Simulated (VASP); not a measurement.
# FeCo3 (P4/mmm) in VASP: notebook

Runs on FeCo3. Level: PBEsol. Tasks: single point.

All numbers are computed with VASP 6.6.1; they aren't measurements. Logs are shortened: lines on timing, memory, paths and dates and some standing lists are left out, and cuts for length are marked.

## (1) The cell of the first run

The structure is tetragonal, space group P4/mmm (No. 123). Conventional cell: a = 2.466 Å, b = 2.466 Å, c = 7.063 Å, α = 90.00°, β = 90.00°, γ = 90.00°. Within 3.3 Å of Fe (site symmetry 4/mmm) lie 4 Fe at 2.47 Å and 8 Co at 2.50 Å. Co (site symmetry 4mm) has 8 Co at 2.46 to 2.47 Å and 4 Fe at 2.50 Å within 3.2 Å. Within 3.2 Å of Co (site symmetry 4/mmm) lie 12 Co at 2.46 to 2.47 Å.

## (2) Single point, PBEsol, collinear spin, ferromagnetic start

INCAR

```
SYSTEM = FeCo3
PREC = Accurate ; ENCUT = 520
EDIFF = 1E-6 ; ISMEAR = 0
SIGMA = 0.1 ; LREAL = .FALSE.
LASPH = .TRUE. ; NELM = 150
ALGO = Fast ; ISIF = 2
LWAVE = .FALSE. ; LCHARG = .TRUE.
ISPIN = 2 ; MAGMOM = 4 3 3 3
LORBIT = 11 ; LMAXMIX = 4
GGA = PS ; LELF = .TRUE.
LVHAR = .TRUE. ; NBANDS = 30
```

KPOINTS

```
Automatic mesh
0
G
  8 8 4
  0 0 0
```

POSCAR

```
FeCo3
1.0
    2.4660100000      0.0000000000      0.0000000000
    0.0000000000      2.4660100000      0.0000000000
    0.0000000000      0.0000000000      7.0634590000
Fe Co
1 3
Direct
    0.0000000000      0.0000000000      0.0000000000
    0.5000000000      0.5000000000      0.7454040000
    0.0000000000      0.0000000000      0.5000000000
    0.5000000000      0.5000000000      0.2545960000
```

Potentials or basis: VASP PAW PBE potentials, release 64 (Fe, Co).

Run with:

```console
$ cat potpaw_PBE.64/Fe/POTCAR potpaw_PBE.64/Co/POTCAR > POTCAR
$ mpirun -np 1 vasp_std > vasp.out
```

OUTCAR:

```text
SYSTEM = FeCo3
   PREC = Accurate
   ENCUT = 520
   EDIFF = 1E-6
   ISMEAR = 0
   LREAL = .FALSE.
   LASPH = .TRUE.
   NELM = 150
   ISIF = 2
   ISPIN = 2
   LORBIT = 11
   GGA = PS

 ion  position               nearest neighbor table
   1  0.000  0.000  0.000-   2 2.50   4 2.50   2 2.50   4 2.50   2 2.50   4 2.50   2 2.50   4 2.50

   2  0.500  0.500  0.745-   3 2.46   3 2.46   3 2.46   3 2.46   1 2.50   1 2.50   1 2.50   1 2.50

   3  0.000  0.000  0.500-   2 2.46   4 2.46   2 2.46   4 2.46   2 2.46   4 2.46   2 2.46   4 2.46

   4  0.500  0.500  0.255-   3 2.46   3 2.46   3 2.46   3 2.46   1 2.50   1 2.50   1 2.50   1 2.50

  LATTYP: Found a simple tetragonal cell.
 ALAT       =     2.4660100000
 C/A-ratio  =     2.8643269898

  Lattice vectors:

 A1 = (   2.4660100000,   0.0000000000,   0.0000000000)
 A2 = (   0.0000000000,   2.4660100000,   0.0000000000)
 A3 = (   0.0000000000,   0.0000000000,   7.0634590000)

Analysis of symmetry for initial positions (statically):
=====================================================================
 Subroutine PRICEL returns:
 Original cell was already a primitive cell.

 Routine SETGRP: Setting up the symmetry group for a
 simple tetragonal supercell.

 Subroutine GETGRP returns: Found 16 space group operations
 (whereof 16 operations were pure point group operations)
 out of a pool of 16 trial point group operations.

The static configuration has the point symmetry D_4h.

Analysis of symmetry for dynamics (positions and initial velocities):
=====================================================================
 Subroutine PRICEL returns:
 Original cell was already a primitive cell.

 Routine SETGRP: Setting up the symmetry group for a
 simple tetragonal supercell.

 Subroutine GETGRP returns: Found 16 space group operations
 (whereof 16 operations were pure point group operations)
 out of a pool of 16 trial point group operations.

The dynamic configuration has the point symmetry D_4h.

Analysis of structural, dynamic, and magnetic symmetry:
=====================================================================
 Subroutine PRICEL returns:
 Original cell was already a primitive cell.

 Routine SETGRP: Setting up the symmetry group for a
 simple tetragonal supercell.

 Subroutine GETGRP returns: Found 16 space group operations
 (whereof 16 operations were pure point group operations)
 out of a pool of 16 trial point group operations.

The overall configuration has the point symmetry D_4h.

 Subroutine INISYM returns: Found 16 space group operations
 (whereof 16 operations are pure point group operations),
 and found     1 'primitive' translations

----------------------------------------------------------------------------------------

                                     Primitive cell

  volume of cell :      42.9543

  direct lattice vectors                    reciprocal lattice vectors
     2.466010000  0.000000000  0.000000000     0.405513360  0.000000000  0.000000000
     0.000000000  2.466010000  0.000000000     0.000000000  0.405513360  0.000000000
     0.000000000  0.000000000  7.063459000     0.000000000  0.000000000  0.141573696

  length of vectors
     2.466010000  2.466010000  7.063459000     0.405513360  0.405513360  0.141573696

  position of ions in fractional coordinates (direct lattice)
     0.000000000  0.000000000  0.000000000
     0.500000000  0.500000000  0.745404000
     0.000000000  0.000000000  0.500000000
     0.500000000  0.500000000  0.254596000

  ion indices of the primitive-cell ions
   primitive index   ion index
                 1           1
                 2           2
                 3           3
                 4           4

----------------------------------------------------------------------------------------

 KPOINTS: Automatic mesh

Automatic generation of k-mesh.
 Grid dimensions read from file:
 generate k-points for:    8    8    4

 Generating k-lattice:

  Cartesian coordinates                     Fractional coordinates (reciprocal lattice)
     0.050689170  0.000000000  0.000000000     0.125000000  0.000000000  0.000000000
     0.000000000  0.050689170  0.000000000     0.000000000  0.125000000  0.000000000
     0.000000000  0.000000000  0.035393424     0.000000000  0.000000000  0.250000000

  Length of vectors
     0.050689170  0.050689170  0.035393424

  Shift w.r.t. Gamma in fractional coordinates (k-lattice)
     0.000000000  0.000000000  0.000000000

 Subroutine IBZKPT returns following result:
 ===========================================

 Found     45 irreducible k-points:

 Following reciprocal coordinates:
            Coordinates               Weight
  0.000000  0.000000  0.000000      1.000000
  0.125000  0.000000  0.000000      4.000000
  0.250000  0.000000  0.000000      4.000000
  0.375000  0.000000  0.000000      4.000000
  0.500000  0.000000  0.000000      2.000000
  0.125000  0.125000  0.000000      4.000000
[... 16 lines left out ...]
  0.375000  0.125000  0.250000     16.000000
  0.500000  0.125000  0.250000      8.000000
 [... further k-points ...]
   k-points           NKPTS =     45   k-points in BZ     NKDIM =     45   number of bands    NBANDS=     30
   number of dos      NEDOS =    301   number of ions     NIONS =      4
   total plane-waves  NPLWV =  17496
   dimension x,y,z NGX =    18 NGY =   18 NGZ =   54
   dimension x,y,z NGXF=    36 NGYF=   36 NGZF=  108
   ions per type =               1   3
   NGX,Y,Z   is equivalent  to a cutoff of  12.13, 12.13, 12.71 a.u.
   NGXF,Y,Z  is equivalent  to a cutoff of  24.27, 24.27, 25.42 a.u.
 SYSTEM =  FeCo3
   PREC   = accura    normal or accurate (medium, high low for compatibility)
   ISTART =      0    job   : 0-new  1-cont  2-samecut
   ICHARG =      2    charge: 1-file 2-atom 10-const
   ISPIN  =      2    spin polarized calculation?
   LNONCOLLINEAR =      F non collinear calculations
   LSORBIT =      F    spin-orbit coupling
   LASPH  =      T    aspherical Exc in radial PAW
   ENCUT  =  520.0 eV  38.22 Ry    6.18 a.u.   4.59  4.59 13.13*2*pi/ulx,y,z
   NELM   =    150;   NELMIN=  2; NELMDL= -5     # of ELM steps
   EDIFF  = 0.1E-05   stopping-criterion for ELM
   LREAL  =      F    real-space projection
   EDIFFG = 0.1E-04   stopping-criterion for IOM
   NSW    =      0    number of steps for IOM
   IBRION =     -1    ionic relax: 0-MD 1-quasi-New 2-CG
   NFREE  =      0    steps in history (QN), initial steepest desc. (CG)
   ISIF   =      2    stress and relaxation
   ISYM   =      2    0-nonsym 1-usesym 2-fastsym
   POTIM  = 0.5000    time-step for ionic-motion
   TEBEG  =    0.0;   TEEND  =   0.0 temperature during run
   PSTRESS=    0.0 pullay stress
   NELECT =      35.0000    total number of electrons
   NUPDOWN=      -1.0000    fix difference up-down
   EMIN   =  10.00;   EMAX   =-10.00  energy-range for DOS
   EFERMI =   0.00;   METHOD = LEGACY
   ISMEAR =     0;   SIGMA  =   0.10  broadening in eV -4-tet -1-fermi 0-gaus
   EFERMI_NEDOS =   21; number of points for ismear=-14 and -15
   IALGO  =     68    algorithm
   IMIX   =      4    mixing-type and parameters
     AMIX     =   0.40;   BMIX     =  1.00
     AMIX_MAG =   1.60;   BMIX_MAG =  1.00
  volume/ion in A,a.u.               =      10.74        72.47
  Fermi-wavevector in a.u.,A,eV,Ry     =   1.529074  2.889531 31.811333  2.338067
  Thomas-Fermi vector in A             =   2.636745
   LORBIT       =     11    0 simple, 1 ext, 2 COOP (PROOUT), +10 PAW based schemes
   GGA     = PS    functional components
   LHFCALC =     F    Hartree Fock is set to
   AEXX    =    0.0000 exact exchange contribution
   IVDW    =     0    specifies the selected vdW correction
   LEPSILON=     F    determine dielectric tensor
   LRPA    =     F    only Hartree local field effects (RPA)
 spin polarized calculation
 RMM-DIIS sequential band-by-band and
 Gauss-broadening in eV      SIGMA  =   0.10
  energy-cutoff  :      520.00
  volume of cell :       42.95
 maximum number of plane-waves:      1182
   NGX =  9   NGY =  9   NGZ = 27

 number of electron      35.0000000 magnetization      13.0000000

 number of electron      35.0000021 magnetization       7.4382507

 Free energy of the ion-electron system (eV)
  ---------------------------------------------------
  ext. energy  EPLUGINS =         0.00000000
  ---------------------------------------------------
  free energy    TOTEN  =       -31.98954937 eV

  energy without entropy =      -31.96770424  energy(sigma->0) =      -31.97862681

 E-fermi :   9.2930     XC(G=0): -13.6262

 val. band max:        9.2928021854   @ k =   0.1250   0.1250   0.0000
 cond. band min:       9.2981058386   @ k =   0.0000   0.0000   0.5000
 fundamental gap:      0.0053036532
 Fermi energy:         9.2929915677

 spin component 1

 k-point     1 :       0.0000    0.0000    0.0000
  band No.  band energies     occupation
      1       0.2021      1.00000
      2       3.0045      1.00000
      3       3.0195      1.00000
      4       3.9156      1.00000
      5       4.5920      1.00000
      6       5.5438      1.00000
[... 757 lines left out ...]
     28      19.6074      0.00000
     29      24.8142      0.00000

 [... further k-points ...]

 spin component 2

 k-point     1 :       0.0000    0.0000    0.0000
  band No.  band energies     occupation
      1       0.3661      1.00000
      2       3.2536      1.00000
      3       3.3927      1.00000
      4       5.2222      1.00000
      5       5.9621      1.00000
      6       6.9654      1.00000
[... 757 lines left out ...]
     28      20.3950      0.00000
     29      25.3118      0.00000

 [... further k-points ...]

 [bands above 29 left out]

------------------------ aborting loop because EDIFF is reached ----------------------------------------

  FORCE on cell =-STRESS in cart. coord.  units (eV):
  Direction    XX          YY          ZZ          XY          YZ          ZX
  --------------------------------------------------------------------------------------
  -------------------------------------------------------------------------------------
  Total       -0.5493175     -0.5493175     -0.8487696      0.0000000     -0.0000000      0.0000000
  in kB      -20.4892916    -20.4892916    -31.6587181      0.0000000     -0.0000000      0.0000000
  external PRESSURE =     -24.2124337 kB  Pullay stress =       0.0000000 kB

 VOLUME and BASIS-vectors are now :
 -----------------------------------------------------------------------------
  energy-cutoff  :      520.00
  volume of cell :       42.95
      direct lattice vectors                 reciprocal lattice vectors
     2.466010000  0.000000000  0.000000000     0.405513360  0.000000000  0.000000000
     0.000000000  2.466010000  0.000000000     0.000000000  0.405513360  0.000000000
     0.000000000  0.000000000  7.063459000     0.000000000  0.000000000  0.141573696

 POSITION                                       TOTAL-FORCE (eV/Angst)
 -----------------------------------------------------------------------------------
      0.00000      0.00000      0.00000         0.000000      0.000000      0.000000
      1.23300      1.23300      5.26513         0.000000      0.000000     -0.224082
      0.00000      0.00000      3.53173         0.000000      0.000000      0.000000
      1.23300      1.23300      1.79833         0.000000      0.000000      0.224082
 -----------------------------------------------------------------------------------
    total drift:                                0.000000      0.000000      0.000000

  FREE ENERGIE OF THE ION-ELECTRON SYSTEM (eV)
  ---------------------------------------------------
  free  energy   TOTEN  =       -31.9895493683 eV

  energy  without entropy=      -31.9677042441  energy(sigma->0) =      -31.97862681

 total charge

# of ion       s       p       d       tot
------------------------------------------
    1        0.499   0.555   6.240   7.295
    2        0.504   0.550   7.270   8.323
    3        0.505   0.556   7.261   8.322
    4        0.504   0.550   7.270   8.323
--------------------------------------------------
tot          2.012   2.211  28.040  32.263

 magnetization (x)

# of ion       s       p       d       tot
------------------------------------------
    1       -0.007  -0.032   2.527   2.488
    2       -0.016  -0.043   1.688   1.629
    3       -0.012  -0.040   1.735   1.683
    4       -0.016  -0.043   1.688   1.629
--------------------------------------------------
tot         -0.051  -0.159   7.639   7.428
```

Wall time 2.2 min (1 thread of Intel Xeon Platinum 8259CL at 2.50GHz (Skylake/Cascade Lake), shared host); peak memory 0.22 GiB.

What came out:

```yaml
Free_energy: -31.9895 eV
Pressure: -2.4 GPa
Largest_force: 0.224 eV/Å
Net_moment: 7.44 μB per cell
Site_moments: Fe +2.49; Co +1.63, +1.68 (each value once) μB
Valence_electrons_inside_the_program's_atomic_spheres: Fe 7.29; Co 8.32
```

Forces in eV/Å, atoms in the order of the input:
```
Fe   0.000  0.000  0.000
Co   0.000  0.000 -0.224
Co   0.000  0.000  0.000
Co   0.000  0.000  0.224
```

Stress tensor (GPa, compression positive):
```
-2.05  0.00  0.00
 0.00 -2.05  0.00
 0.00  0.00 -3.17
```

Levels at points of the mesh, in eV from the Fermi level:
Spin up:
```tsv
k point	band 19	band 20	band 21	band 22	band 23	band 24
(0.00, 0.00, 0.00)	-1.16	-1.04	-0.64	-0.29	-0.29	2.36
(0.50, 0.00, 0.00)	-0.56	-0.54	-0.32	-0.28	1.19	1.40
(0.50, 0.50, 0.00)	-0.33	0.20	2.65	2.65	8.14	8.14
(0.00, 0.00, 0.50)	-0.82	-0.69	-0.65	-0.65	-0.42	-0.17
(0.50, 0.00, 0.50)	-0.89	-0.75	0.78	0.87	0.89	1.26
(0.50, 0.50, 0.50)	-0.37	0.20	4.58	4.58	4.76	4.76
```
Spin down:
| k point | band 12 | band 13 | band 14 | band 15 | band 16 | band 17 |
| --- | --- | --- | --- | --- | --- | --- |
| (0.00, 0.00, 0.00) | -0.30 | -0.03 | -0.03 | 0.40 | 0.40 | 0.43 |
| (0.50, 0.00, 0.00) | -0.67 | -0.23 | -0.21 | -0.13 | 0.25 | 0.29 |
| (0.50, 0.50, 0.00) | 0.51 | 1.40 | 1.42 | 1.46 | 1.46 | 1.70 |
| (0.00, 0.00, 0.50) | -0.44 | 0.01 | 0.28 | 0.29 | 0.45 | 0.76 |
| (0.50, 0.00, 0.50) | -0.90 | -0.88 | -0.75 | -0.52 | -0.28 | 0.85 |
| (0.50, 0.50, 0.50) | -0.10 | 0.80 | 0.81 | 1.00 | 1.40 | 1.46 |

Caveat: the PAW data sets were made with another functional, which shifts forces and pressure a little.

[end of part 1 of 2]
